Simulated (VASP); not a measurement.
# SiC4 (C2/m) in VASP: notebook

The runs below take SiC4 through relaxation of cell and atoms, single point, with PBE.

Program: VASP 6.6.1. These are calculated values, not measurements. Logs are shortened: lines on timing, memory, paths and dates and some standing lists are left out, and cuts for length are marked.

**1. The cell of the first run**

Symmetry: C2/m, No. 12, monoclinic system. The conventional cell has a = 4.831 Å, b = 7.170 Å, c = 4.150 Å, α = 90.00°, β = 112.90°, γ = 90.00°. Within 2.6 Å of Si (site symmetry 2/m) lie 6 C at 1.96 to 2.41 Å. C (site symmetry m) has 2 C at 1.37 to 1.41 Å within 1.8 Å. C (site symmetry m) has 2 C at 1.41 to 1.42 Å within 1.9 Å.

**2. Relaxation of cell and atoms, PBE**

INCAR

```
ALGO = Normal
EDIFF = 1E-6
EDIFFG = -0.01
ENCUT = 600
GGA = PE
IBRION = 2
ISIF = 3
ISMEAR = 0
LASPH = T
LCHARG = F
LREAL = F
LWAVE = F
NELM = 80
NSW = 100
PREC = Accurate
SIGMA = 0.1
```

KPOINTS

```
k-points
0
Gamma
  10 10 10
```

POSCAR

```
SiC4
1.0
    2.4153371774     -3.5849708010     -0.0198228388
    2.4153371774      3.5849708010     -0.0198228388
   -1.5833164934      0.0000000000      3.8365774937
Si C
1 4
Direct
    0.5000000000      0.5000000000      0.0000000000
    0.1528440791      0.1528440791      0.5516608590
    0.8471559209      0.8471559209      0.4483391410
    0.6504785485      0.6504785485      0.6252828814
    0.3495214515      0.3495214515      0.3747171186
```

Potentials or basis: VASP PAW PBE potentials, release 64 (Si, C).

On the command line:

```sh
cat potpaw_PBE.64/Si/POTCAR potpaw_PBE.64/C/POTCAR > POTCAR
mpirun -np 1 vasp_std > vasp.out
```

OUTCAR:

```text
EDIFF = 1E-6
   EDIFFG = -0.01
   ENCUT = 600
   GGA = PE
   IBRION = 2
   ISIF = 3
   ISMEAR = 0
   LASPH = T
   LREAL = F
   NELM = 80
   NSW = 100
   PREC = Accurate

 ion  position               nearest neighbor table
   1  0.500  0.500  0.000-   4 1.96   5 1.96   2 1.96   3 1.96   4 2.41   5 2.41
   2  0.153  0.153  0.552-   3 1.37   5 1.41   1 1.96
   3  0.847  0.847  0.448-   2 1.37   4 1.41   1 1.96
   4  0.650  0.650  0.625-   3 1.41   5 1.42   1 1.96   1 2.41
   5  0.350  0.350  0.375-   2 1.41   4 1.42   1 1.96   1 2.41

  LATTYP: Found a base centered monoclinic cell.
 ALAT       =     4.8308370395
 B/A-ratio  =     1.4842027465
 C/A-ratio  =     0.8591570967
 COS(beta)  =    -0.3890541931

  Lattice vectors:

 A1 = (   2.4153371774,  -3.5849708010,  -0.0198228388)
 A2 = (   2.4153371774,   3.5849708010,  -0.0198228388)
 A3 = (  -1.5833164934,   0.0000000000,   3.8365774937)

Analysis of symmetry for initial positions (statically):
=====================================================================
 Subroutine PRICEL returns:
 Original cell was already a primitive cell.

 Routine SETGRP: Setting up the symmetry group for a
 base centered monoclinic supercell.

 Subroutine GETGRP returns: Found  4 space group operations
 (whereof  4 operations were pure point group operations)
 out of a pool of  4 trial point group operations.

The static configuration has the point symmetry C_2h.

Analysis of symmetry for dynamics (positions and initial velocities):
=====================================================================
 Subroutine PRICEL returns:
 Original cell was already a primitive cell.

 Routine SETGRP: Setting up the symmetry group for a
 base centered monoclinic supercell.

 Subroutine GETGRP returns: Found  4 space group operations
 (whereof  4 operations were pure point group operations)
 out of a pool of  4 trial point group operations.

The dynamic configuration has the point symmetry C_2h.

 Subroutine INISYM returns: Found  4 space group operations
 (whereof  4 operations are pure point group operations),
 and found     1 'primitive' translations

----------------------------------------------------------------------------------------

                                     Primitive cell

  volume of cell :      66.2161

  direct lattice vectors                    reciprocal lattice vectors
     2.415337177 -3.584970801 -0.019822839     0.207713957 -0.139471150  0.085721436
     2.415337177  3.584970801 -0.019822839     0.207713957  0.139471150  0.085721436
    -1.583316493  0.000000000  3.836577494     0.002146434  0.000000000  0.261534789

  length of vectors
[... 122 lines left out ...]
  energy-cutoff  :      600.00
  volume of cell :       66.22
 maximum number of plane-waves:      2226
   NGX = 17   NGY = 17   NGZ = 17

--------------------------------------- Ionic step        1  -------------------------------------------

 number of electron      20.0000002 magnetization

 Free energy of the ion-electron system (eV)
  ---------------------------------------------------
  ext. energy  EPLUGINS =         0.00000000
  ---------------------------------------------------
  free energy    TOTEN  =       -37.45853995 eV

  energy without entropy =      -37.44976160  energy(sigma->0) =      -37.45415078

------------------------ aborting loop because EDIFF is reached ----------------------------------------

  FORCE on cell =-STRESS in cart. coord.  units (eV):
  Direction    XX          YY          ZZ          XY          YZ          ZX
  --------------------------------------------------------------------------------------
  -------------------------------------------------------------------------------------
  Total        0.0629091     -0.0583550     -0.0075701      0.0000000      0.0000000      0.0159937
  in kB        1.5221586     -1.4119687     -0.1831666      0.0000000      0.0000000      0.3869864
  external PRESSURE =      -0.0243256 kB  Pullay stress =       0.0000000 kB
[... 98 lines left out ...]
  FREE ENERGIE OF THE ION-ELECTRON SYSTEM (eV)
  ---------------------------------------------------
  free  energy   TOTEN  =       -37.4586054049 eV

  energy  without entropy=      -37.4498290634  energy(sigma->0) =      -37.45421723

[... ionic steps 4 to 14 ...]

--------------------------------------- Ionic step       15  -------------------------------------------

 number of electron      20.0000001 magnetization

------------------------ aborting loop because EDIFF is reached ----------------------------------------
[... 73 lines left out ...]
--------------------------------------- Ionic step       17  -------------------------------------------

 number of electron      20.0000001 magnetization

 Free energy of the ion-electron system (eV)
  ---------------------------------------------------
  ext. energy  EPLUGINS =         0.00000000
  ---------------------------------------------------
  free energy    TOTEN  =       -37.45884172 eV

  energy without entropy =      -37.45008693  energy(sigma->0) =      -37.45446432

 E-fermi :   3.2738     XC(G=0):  -9.1133

 val. band max:        3.2736992431   @ k =  -0.1000  -0.4000   0.4000
 cond. band min:       3.2759791253   @ k =  -0.2000   0.4000   0.3000
 fundamental gap:      0.0022798822
 Fermi energy:         3.2737761922

 k-point     1 :       0.0000    0.0000    0.0000
  band No.  band energies     occupation
      1     -14.0991      2.00000
      2      -9.2165      2.00000
      3      -9.1228      2.00000
      4      -4.2792      2.00000
      5      -2.9341      2.00000
      6      -1.6066      2.00000
      7      -1.4674      2.00000
      8      -0.9427      2.00000
      9       0.5701      2.00000
     10       2.7438      2.00000
     11       2.9404      2.00000
     12       6.3558      0.00000
     13       7.6144      0.00000
     14       8.5773      0.00000
[... 377 lines left out ...]
      1     -13.5776      2.00000
      2     -11.3694      2.00000
      3      -6.6733      2.00000
      4      -4.2036      2.00000
      5      -3.6611      2.00000
      6      -2.7265      2.00000
      7      -2.1683      2.00000
      8      -0.3494      2.00000
      9       0.9980      2.00000
     10       1.3299      2.00000
     11       5.3824      0.00000
     12       6.6535      0.00000
     13       7.2389      0.00000
     14       8.4223      0.00000

 [... further k-points ...]
[... 5 lines left out ...]
  --------------------------------------------------------------------------------------
  -------------------------------------------------------------------------------------
  Total       -0.0056927     -0.0019060     -0.0136286      0.0000000      0.0000000      0.0162663
  in kB       -0.1389421     -0.0465192     -0.3326356      0.0000000      0.0000000      0.3970139
  external PRESSURE =      -0.1726990 kB  Pullay stress =       0.0000000 kB
[... 20 lines left out ...]
  FREE ENERGIE OF THE ION-ELECTRON SYSTEM (eV)
  ---------------------------------------------------
  free  energy   TOTEN  =       -37.4588417175 eV

  energy  without entropy=      -37.4500869256  energy(sigma->0) =      -37.45446432

 reached required accuracy - stopping structural energy minimisation
```

OSZICAR:

```text
N       E                     dE             d eps       ncg     rms          rms(c)
DAV:   1     0.834758372418E+02    0.83476E+02   -0.10422E+04  7896   0.140E+03
DAV:   2    -0.345561430827E+02   -0.11803E+03   -0.11391E+03 10478   0.244E+02
DAV:   3    -0.419894992099E+02   -0.74334E+01   -0.73416E+01 10290   0.662E+01
[... 106 lines left out ...]
       N       E                     dE             d eps       ncg     rms          rms(c)
DAV:   1    -0.374588571425E+02   -0.19962E-04   -0.71075E-04  7896   0.215E-01    0.177E-02
DAV:   2    -0.374588441705E+02    0.12972E-04   -0.26029E-05  9432   0.362E-02    0.711E-03
DAV:   3    -0.374588418313E+02    0.23391E-05   -0.71538E-06 10164   0.168E-02    0.225E-03
DAV:   4    -0.374588417175E+02    0.11386E-06   -0.69083E-07  4338   0.562E-03
  17 F= -.37458842E+02 E0= -.37454464E+02  d E =-.534250E-05
```

It took 29 min on 1 thread of AMD EPYC 9R45 (Zen 5), shared host; peak memory 0.38 GiB.

Results:

```
Free energy                            : -37.4588 eV
Relaxed volume                         : 13.13 Å³/atom
Relaxed cell                           : a = 4.299 Å, b = 4.299 Å, c = 4.149 Å, α = 102.65°, β = 102.65°, γ = 111.62°
Space group after relaxing (to 0.05 Å) : C2/m (No. 12)
Energy gained by relaxing              : 0.1 meV/atom
Ionic steps                            : 17
Pressure after relaxing                : 0.0 GPa
Largest force after relaxing           : 0.004 eV/Å
Band gap on the k mesh                 : zero (band 10 reaches 4.02 eV, above the bottom of band 11 at 2.64 eV)
```

Forces in eV/Å, atoms in the order of the input:
```
Si   0.000  0.000  0.000
C   -0.004  0.000  0.002
C    0.004  0.000 -0.002
C    0.002  0.000 -0.002
C   -0.002  0.000  0.002
```

The path:
| step | energy change (eV) | largest force (eV/Å) | pressure (GPa) | volume (Å³) |
| --- | --- | --- | --- | --- |
| 1 | 0.0000 | 0.0567 | 0.00 | 66.22 |
| 2 | 0.0002 | 0.1192 | -0.37 | 66.21 |
| 3 | -0.0001 | 0.0135 | -0.12 | 66.22 |
| 4 | -0.0001 | 0.0155 | -0.03 | 66.14 |
| 5 | -0.0001 | 0.0203 | -0.02 | 66.12 |
| 6 | -0.0002 | 0.0121 | 0.02 | 66.06 |
| 7 | -0.0002 | 0.0232 | 0.03 | 66.03 |
| 8 | -0.0002 | 0.0136 | 0.00 | 66.00 |
| 9 | -0.0002 | 0.0214 | -0.05 | 65.93 |
| 10 | -0.0002 | 0.0157 | -0.04 | 65.94 |
| 11 | -0.0002 | 0.0162 | -0.03 | 65.90 |
| 12 | -0.0003 | 0.0291 | 0.01 | 65.79 |
| 13 | -0.0003 | 0.0222 | -0.01 | 65.76 |
| 14 | -0.0003 | 0.0141 | -0.02 | 65.68 |
| 15 | -0.0003 | 0.0147 | -0.03 | 65.67 |
| 16 | -0.0003 | 0.0159 | -0.02 | 65.66 |
| 17 | -0.0003 | 0.0041 | -0.02 | 65.64 |

Final structure:
```cif
data_structure
_symmetry_space_group_name_H-M 'P 1'
_symmetry_Int_Tables_number 1
_cell_length_a 4.2989
_cell_length_b 4.2989
_cell_length_c 4.1491
_cell_angle_alpha 102.653
_cell_angle_beta 102.653
_cell_angle_gamma 111.621
_cell_volume 65.64
loop_
_atom_site_label
_atom_site_type_symbol
_atom_site_fract_x
_atom_site_fract_y
_atom_site_fract_z
_atom_site_occupancy
Si1 Si 0.50000 0.50000 0.00000 1
C1 C 0.15280 0.15280 0.55140 1
C2 C 0.84720 0.84720 0.44860 1
C3 C 0.65066 0.65066 0.62580 1
C4 C 0.34934 0.34934 0.37420 1
```

**3. Single point, PBE**

INCAR

```
SYSTEM = SiC4
PREC     = Accurate       ! precision mode
ENCUT    = 520            ! plane-wave cutoff, eV
EDIFF    = 1E-6           ! SCF threshold, eV
ISMEAR   = 0              ! smearing method
SIGMA    = 0.1            ! smearing width, eV
LREAL    = .False.        ! projectors in reciprocal space
LASPH    = .True.         ! aspherical terms in the spheres
NELM     = 80             ! most SCF steps
ALGO     = Normal         ! electronic algorithm
ISIF     = 2              ! what is computed and relaxed
LWAVE    = .False.        ! write WAVECAR
LCHARG   = .False.        ! write CHGCAR
GGA      = PE             ! functional
NBANDS   = 18             ! bands
```

KPOINTS

```
Automatic mesh
0
Gamma
  10 10 10
  0 0 0
```

POSCAR is that of step 2.

Potentials or basis: VASP PAW PBE potentials, release 64 (Si, C).

On the command line:

```sh
cat potpaw_PBE.64/Si/POTCAR potpaw_PBE.64/C/POTCAR > POTCAR
mpirun -np 1 vasp_std > vasp.out
```

OUTCAR:

```text
SYSTEM = SiC4
   PREC = Accurate
   ENCUT = 520
   EDIFF = 1E-6
   ISMEAR = 0
   LREAL = .False.
   LASPH = .True.
   NELM = 80
   ISIF = 2
   GGA = PE

 ion  position               nearest neighbor table
   1  0.500  0.500  0.000-   4 1.96   5 1.96   2 1.96   3 1.96   4 2.41   5 2.41
   2  0.153  0.153  0.552-   3 1.37   5 1.41   1 1.96
   3  0.847  0.847  0.448-   2 1.37   4 1.41   1 1.96
   4  0.650  0.650  0.625-   3 1.41   5 1.42   1 1.96   1 2.41
   5  0.350  0.350  0.375-   2 1.41   4 1.42   1 1.96   1 2.41

  LATTYP: Found a base centered monoclinic cell.
 ALAT       =     4.8308370395
 B/A-ratio  =     1.4842027465
 C/A-ratio  =     0.8591570967
[... 706 lines left out ...]
  -------------------------------------------------------------------------------------
  Total        0.1730486     -0.0118108      0.0673608      0.0000000      0.0000000      0.0143718
  in kB        4.1871139     -0.2857753      1.6298727      0.0000000      0.0000000      0.3477434
  external PRESSURE =       1.8437371 kB  Pullay stress =       0.0000000 kB

 VOLUME and BASIS-vectors are now :
 -----------------------------------------------------------------------------
  energy-cutoff  :      520.00
  volume of cell :       66.22
      direct lattice vectors                 reciprocal lattice vectors
     2.415337177 -3.584970801 -0.019822839     0.207713957 -0.139471150  0.085721436
     2.415337177  3.584970801 -0.019822839     0.207713957  0.139471150  0.085721436
    -1.583316493  0.000000000  3.836577494     0.002146434  0.000000000  0.261534789

 POSITION                                       TOTAL-FORCE (eV/Angst)
 -----------------------------------------------------------------------------------
      2.41534      0.00000     -0.01982         0.000000      0.000000      0.000000
     -0.13511      0.00000      2.11043        -0.018252     -0.000000      0.009546
      3.38247      0.00000      1.68650         0.018252     -0.000000     -0.009546
      2.15223      0.00000      2.37316         0.010612     -0.000000      0.058502
      1.09513      0.00000      1.42377        -0.010612     -0.000000     -0.058502
 -----------------------------------------------------------------------------------
    total drift:                               -0.000000     -0.000000      0.000000

  FREE ENERGIE OF THE ION-ELECTRON SYSTEM (eV)
  ---------------------------------------------------
  free  energy   TOTEN  =       -37.4516412150 eV

  energy  without entropy=      -37.4428655082  energy(sigma->0) =      -37.44725336
```

OSZICAR:

```text
N       E                     dE             d eps       ncg     rms          rms(c)
DAV:   1     0.607137308820E+02    0.60714E+02   -0.94035E+03 10160   0.974E+02
DAV:   2    -0.365288107659E+02   -0.97243E+02   -0.93318E+02 13294   0.195E+02
DAV:   3    -0.420305335560E+02   -0.55017E+01   -0.54518E+01 13328   0.461E+01
DAV:   4    -0.420980164334E+02   -0.67483E-01   -0.67415E-01 14236   0.585E+00
DAV:   5    -0.420993056525E+02   -0.12892E-02   -0.12889E-02 13746   0.754E-01    0.113E+01
DAV:   6    -0.378247365324E+02    0.42746E+01   -0.72545E+00 12630   0.139E+01    0.557E+00
DAV:   7    -0.374756111469E+02    0.34913E+00   -0.16967E+00 14126   0.700E+00    0.247E+00
DAV:   8    -0.374561058260E+02    0.19505E-01   -0.15396E-01 13246   0.215E+00    0.697E-01
DAV:   9    -0.374517841632E+02    0.43217E-02   -0.40879E-02 13254   0.114E+00    0.224E-01
DAV:  10    -0.374513421523E+02    0.44201E-03   -0.39509E-03 12548   0.366E-01    0.743E-02
DAV:  11    -0.374516164841E+02   -0.27433E-03   -0.48681E-04 13498   0.135E-01    0.406E-02
DAV:  12    -0.374516268069E+02   -0.10323E-04   -0.11013E-04 13036   0.559E-02    0.153E-02
DAV:  13    -0.374516406877E+02   -0.13881E-04   -0.17916E-05 11998   0.252E-02    0.488E-03
DAV:  14    -0.374516412150E+02   -0.52723E-06   -0.93643E-07 12030   0.616E-03
   1 F= -.37451641E+02 E0= -.37447253E+02  d E =-.877571E-02
```

stdout:

```text
POSCAR found type information on POSCAR SiC
 POSCAR found :  2 types and       5 ions
 scaLAPACK will be used
 LDA part: xc-table for (Slater+PW92), standard interpolation
 POSCAR, INCAR and KPOINTS ok, starting setup
 FFT: planning ... GRIDC
 FFT: planning ... GRID_SOFT
 FFT: planning ... GRID
 WAVECAR not read
 entering main loop
```

It took 3.2 min on 1 thread of AMD EPYC 7R43 (Zen 3), shared host; peak memory 0.34 GiB.

What came out:

* Free energy: -37.4516 eV
* Pressure: 0.2 GPa
* Largest force: 0.059 eV/Å
* Band gap on the k mesh: zero (band 10 reaches 3.93 eV, above the bottom of band 11 at 2.59 eV)

Forces on the atoms (eV/Å):
```
Si   0.000  0.000  0.000
C   -0.018  0.000  0.010
C    0.018  0.000 -0.010
C    0.011  0.000  0.059
C   -0.011  0.000 -0.059
```

Levels at points of the mesh, in eV from the Fermi level:
```csv
k point,band 6,band 7,band 8,band 9,band 10,band 11,band 12,band 13,band 14,band 15
"(0.00, 0.00, 0.00)",-4.92,-4.74,-4.22,-2.70,-0.50,-0.31,3.07,4.29,5.30,7.25
"(0.50, 0.00, 0.00)",-6.53,-4.71,-3.78,-3.12,-1.98,2.40,3.37,4.02,5.72,7.21
"(0.50, 0.50, 0.00)",-5.97,-4.93,-4.13,-2.78,0.72,0.72,2.31,4.31,5.70,8.63
"(0.00, 0.00, 0.50)",-4.39,-4.30,-2.38,-0.78,-0.65,-0.15,1.20,2.43,6.35,6.41
"(0.50, 0.00, 0.50)",-6.83,-4.12,-3.71,-1.06,0.10,0.24,3.33,4.37,6.04,7.74
"(0.50, 0.50, 0.50)",-4.57,-4.34,-2.52,-1.45,-0.03,0.49,0.86,2.20,7.60,8.03
```
